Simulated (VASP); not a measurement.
# Ca (Fm-3m) in VASP: notebook

Ca is run at these levels: PBE; tasks: single point.

All numbers are computed with VASP 6.6.1; they aren't measurements. Logs are shortened: lines on timing, memory, paths and dates and some standing lists are left out, and cuts for length are marked.

### Step 1. The cell of the first run

Symmetry: Fm-3m, No. 225, cubic system. Conventional cell: a = 5.421 Å, b = 5.421 Å, c = 5.421 Å, α = 90.00°, β = 90.00°, γ = 90.00°. Ca (site symmetry m-3m) has 12 Ca at 3.83 Å within 5.0 Å.

### Step 2. Single point, PBE (strain -0.030 along x and y, -0.030 along z)

File INCAR:

```
SYSTEM = Ca
PREC = Accurate
ENCUT = 520
EDIFF = 1E-6
ISMEAR = 0
SIGMA = 0.15
LREAL = .False.
LASPH = .True.
NELM = 60
ALGO = Normal
ISIF = 2
LWAVE = .False.
LCHARG = .False.
GGA = PE
NBANDS = 11
```

File KPOINTS:

```
Automatic mesh
0
Gamma
  14 14 14
  0 0 0
```

File POSCAR:

```
Ca
1.0
    0.0000000000      2.7103740000      2.7103740000
    2.7103740000      0.0000000000      2.7103740000
    2.7103740000      2.7103740000      0.0000000000
Ca
1
Direct
    0.0000000000      0.0000000000      0.0000000000
```

Potentials or basis: VASP PAW PBE potentials, release 64 (Ca_sv).

Started as:

```
cat potpaw_PBE.64/Ca_sv/POTCAR > POTCAR
mpirun -np 1 vasp_std > vasp.out
```

OUTCAR:

```text
SYSTEM = Ca
   PREC = Accurate
   ENCUT = 520
   EDIFF = 1E-6
   ISMEAR = 0
   LREAL = .False.
   LASPH = .True.
   NELM = 60
   ISIF = 2
   GGA = PE

 ion  position               nearest neighbor table
   1  0.000  0.000  0.000-

  LATTYP: Found a face centered cubic cell.
 ALAT       =     5.4207480000

  Lattice vectors:

 A1 = (   0.0000000000,   2.7103740000,   2.7103740000)
 A2 = (   2.7103740000,   0.0000000000,   2.7103740000)
 A3 = (   2.7103740000,   2.7103740000,   0.0000000000)

Analysis of symmetry for initial positions (statically):
=====================================================================
 Subroutine PRICEL returns:
 Original cell was already a primitive cell.

 Routine SETGRP: Setting up the symmetry group for a
 face centered cubic supercell.

 Subroutine GETGRP returns: Found 48 space group operations
 (whereof 48 operations were pure point group operations)
 out of a pool of 48 trial point group operations.

The static configuration has the point symmetry O_h .

Analysis of symmetry for dynamics (positions and initial velocities):
=====================================================================
 Subroutine PRICEL returns:
 Original cell was already a primitive cell.

 Routine SETGRP: Setting up the symmetry group for a
 face centered cubic supercell.

 Subroutine GETGRP returns: Found 48 space group operations
 (whereof 48 operations were pure point group operations)
 out of a pool of 48 trial point group operations.

The dynamic configuration has the point symmetry O_h .

 Subroutine INISYM returns: Found 48 space group operations
 (whereof 48 operations are pure point group operations),
 and found     1 'primitive' translations

----------------------------------------------------------------------------------------

                                     Primitive cell

  volume of cell :      39.8215

  direct lattice vectors                    reciprocal lattice vectors
     0.000000000  2.710374000  2.710374000    -0.184476386  0.184476386  0.184476386
     2.710374000  0.000000000  2.710374000     0.184476386 -0.184476386  0.184476386
     2.710374000  2.710374000  0.000000000     0.184476386  0.184476386 -0.184476386

  length of vectors
     3.833047670  3.833047670  3.833047670     0.319522473  0.319522473  0.319522473

  position of ions in fractional coordinates (direct lattice)
     0.000000000  0.000000000  0.000000000

  ion indices of the primitive-cell ions
   primitive index   ion index
                 1           1
[... 79 lines left out ...]
   ISYM   =      2    0-nonsym 1-usesym 2-fastsym
   POTIM  = 0.5000    time-step for ionic-motion
   TEBEG  =    0.0;   TEEND  =   0.0 temperature during run
   PSTRESS=    0.0 pullay stress
   NELECT =      10.0000    total number of electrons
   NUPDOWN=      -1.0000    fix difference up-down
   EMIN   =  10.00;   EMAX   =-10.00  energy-range for DOS
   EFERMI =   0.00;   METHOD = LEGACY
   ISMEAR =     0;   SIGMA  =   0.15  broadening in eV -4-tet -1-fermi 0-gaus
   EFERMI_NEDOS =   21; number of points for ismear=-14 and -15
   IALGO  =     38    algorithm
   IMIX   =      4    mixing-type and parameters
     AMIX     =   0.40;   BMIX     =  1.00
     AMIX_MAG =   1.60;   BMIX_MAG =  1.00
  volume/ion in A,a.u.               =      39.82       268.73
  Fermi-wavevector in a.u.,A,eV,Ry     =   1.032846  1.951796 14.514301  1.066771
  Thomas-Fermi vector in A             =   2.167064
   LORBIT       =      0    0 simple, 1 ext, 2 COOP (PROOUT), +10 PAW based schemes
   GGA     = PE    functional components
   LHFCALC =     F    Hartree Fock is set to
   AEXX    =    0.0000 exact exchange contribution
   IVDW    =     0    specifies the selected vdW correction
   LEPSILON=     F    determine dielectric tensor
   LRPA    =     F    only Hartree local field effects (RPA)
 non-spin polarized calculation
 Gauss-broadening in eV      SIGMA  =   0.15
  energy-cutoff  :      520.00
  volume of cell :       39.82
 maximum number of plane-waves:      1090
 NGX is ok and might be reduce to    30
   NGX = 15   NGY = 15   NGZ = 15

 number of electron      10.0000001 magnetization

 Free energy of the ion-electron system (eV)
  ---------------------------------------------------
  ext. energy  EPLUGINS =         0.00000000
  ---------------------------------------------------
  free energy    TOTEN  =        -1.92909256 eV

  energy without entropy =       -1.91447986  energy(sigma->0) =       -1.92178621

 E-fermi :   2.1946     XC(G=0):  -7.9170

 val. band max:        2.1929284584   @ k =  -0.4286   0.2143   0.0714
 cond. band min:       2.2054372621   @ k =  -0.3571   0.3571   0.0000
 fundamental gap:      0.0125088037
 Fermi energy:         2.1945676431

 k-point     1 :       0.0000    0.0000    0.0000
  band No.  band energies     occupation
      1     -39.6868      2.00000
      2     -20.5954      2.00000
      3     -20.5954      2.00000
      4     -20.5954      2.00000
      5      -1.9329      2.00000
      6       4.6110      0.00000
      7       4.6110      0.00000
      8       4.6110      0.00000
      9       5.7567      0.00000
     10       5.7567      0.00000
     11      11.5690      0.00000
[... 309 lines left out ...]
 k-point    24 :       0.2857    0.1429    0.0000
  band No.  band energies     occupation
      1     -39.6762      2.00000
      2     -20.6807      2.00000
      3     -20.6188      2.00000
      4     -20.6170      2.00000
      5      -0.6636      2.00000
      6       3.5935      0.00000
      7       4.5741      0.00000
      8       4.9471      0.00000
      9       5.4095      0.00000
     10       6.0780      0.00000
     11      10.3199      0.00000

 [... further k-points ...]

------------------------ aborting loop because EDIFF is reached ----------------------------------------

  FORCE on cell =-STRESS in cart. coord.  units (eV):
  Direction    XX          YY          ZZ          XY          YZ          ZX
  --------------------------------------------------------------------------------------
  -------------------------------------------------------------------------------------
  Total        0.2741041      0.2741041      0.2741041      0.0000000      0.0000000      0.0000000
  in kB       11.0282979     11.0282979     11.0282979      0.0000000      0.0000000      0.0000000
  external PRESSURE =      11.0282979 kB  Pullay stress =       0.0000000 kB

 VOLUME and BASIS-vectors are now :
 -----------------------------------------------------------------------------
  energy-cutoff  :      520.00
  volume of cell :       39.82
      direct lattice vectors                 reciprocal lattice vectors
     0.000000000  2.710374000  2.710374000    -0.184476386  0.184476386  0.184476386
     2.710374000  0.000000000  2.710374000     0.184476386 -0.184476386  0.184476386
     2.710374000  2.710374000  0.000000000     0.184476386  0.184476386 -0.184476386

 POSITION                                       TOTAL-FORCE (eV/Angst)
 -----------------------------------------------------------------------------------
      0.00000      0.00000      0.00000         0.000000      0.000000     -0.000000
 -----------------------------------------------------------------------------------
    total drift:                               -0.000000     -0.000000      0.000000

  FREE ENERGIE OF THE ION-ELECTRON SYSTEM (eV)
  ---------------------------------------------------
  free  energy   TOTEN  =        -1.9290925561 eV

  energy  without entropy=       -1.9144798631  energy(sigma->0) =       -1.92178621
```

OSZICAR:

```text
N       E                     dE             d eps       ncg     rms          rms(c)
DAV:   1     0.662511377290E+02    0.66251E+02   -0.50347E+03  2288   0.827E+02
DAV:   2    -0.377302354042E+00   -0.66628E+02   -0.66023E+02  2528   0.209E+02
DAV:   3    -0.187051071112E+01   -0.14932E+01   -0.14773E+01  3269   0.304E+01
DAV:   4    -0.194170339009E+01   -0.71193E-01   -0.71022E-01  3044   0.533E+00
DAV:   5    -0.194340373100E+01   -0.17003E-02   -0.17001E-02  3105   0.639E-01    0.216E+00
DAV:   6    -0.193288196770E+01    0.10522E-01   -0.11584E-02  2872   0.117E+00    0.132E+00
DAV:   7    -0.192952469605E+01    0.33573E-02   -0.16825E-02  2673   0.151E+00    0.104E-01
DAV:   8    -0.192908156657E+01    0.44313E-03   -0.19926E-03  2702   0.424E-01    0.226E-02
DAV:   9    -0.192909222385E+01   -0.10657E-04   -0.82947E-05  3008   0.793E-02    0.669E-03
DAV:  10    -0.192909255611E+01   -0.33225E-06   -0.58349E-06  3328   0.175E-02
   1 F= -.19290926E+01 E0= -.19217862E+01  d E =-.146127E-01
```

stdout:

```text
POSCAR found type information on POSCAR Ca
 POSCAR found :  1 types and       1 ions
 scaLAPACK will be used
 LDA part: xc-table for (Slater+PW92), standard interpolation
 POSCAR, INCAR and KPOINTS ok, starting setup
 FFT: planning ... GRIDC
 FFT: planning ... GRID_SOFT
 FFT: planning ... GRID
 WAVECAR not read
 entering main loop
```

Run time: 21 s. Hardware: 1 thread of Intel Xeon Platinum 8488C (Sapphire Rapids), shared host; peak memory 0.19 GiB.

What came out:

* Free energy: -1.9291 eV
* Pressure: 1.1 GPa
* Band gap on the k mesh: zero (band 5 reaches 2.31 eV, above the bottom of band 6 at 2.08 eV)

Caveat: the cell differs from its parent crystal (strain -0.030 along x and y, -0.030 along z).

### Step 3. Single point, PBE (strain -0.015 along x and y, -0.015 along z)

File INCAR:

```
SYSTEM = Ca
ALGO = Fast
EDIFF = 1E-6
ENCUT = 520
GGA = PE
ISIF = 2
ISMEAR = 0
LASPH = .True.
LCHARG = .True.
LELF = .True.
LREAL = .False.
LVHAR = .True.
LWAVE = .False.
NBANDS = 11
NELM = 100
PREC = Accurate
SIGMA = 0.15
```

File KPOINTS:

```
k-points
0
Gamma
  14 14 14
  0 0 0
```

File POSCAR:

```
Ca
1.0
    0.0000000000      2.7522870000      2.7522870000
    2.7522870000      0.0000000000      2.7522870000
    2.7522870000      2.7522870000      0.0000000000
Ca
1
Direct
    0.0000000000      0.0000000000      0.0000000000
```

Potentials or basis: VASP PAW PBE potentials, release 64 (Ca_sv).

Started as:

```
cat potpaw_PBE.64/Ca_sv/POTCAR > POTCAR
mpirun -np 1 vasp_std > vasp.out
```

It took 42 s on 1 thread of Intel Xeon Platinum 8488C (Sapphire Rapids), shared host; peak memory 0.19 GiB.

It converged, with:

```yaml
Free_energy: -1.9371 eV
Pressure: 0.2 GPa
Band_gap_on_the_k_mesh: zero (band 5 reaches 2.15 eV, above the bottom of band 6 at 1.86 eV)
```

Levels at points of the mesh, in eV from the Fermi level:
```tsv
k point	band 3	band 4	band 5	band 6	band 7	band 8
(0.00, 0.00, 0.00)	-22.90	-22.90	-4.04	2.36	2.36	2.36
(0.50, 0.00, 0.00)	-22.92	-22.92	-0.99	-0.15	2.24	2.24
(0.50, 0.50, 0.00)	-22.95	-22.95	-0.47	0.57	0.99	4.13
```

Caveat: the cell differs from its parent crystal (strain -0.015 along x and y, -0.015 along z).

(Part 1 of 2 ends here.)
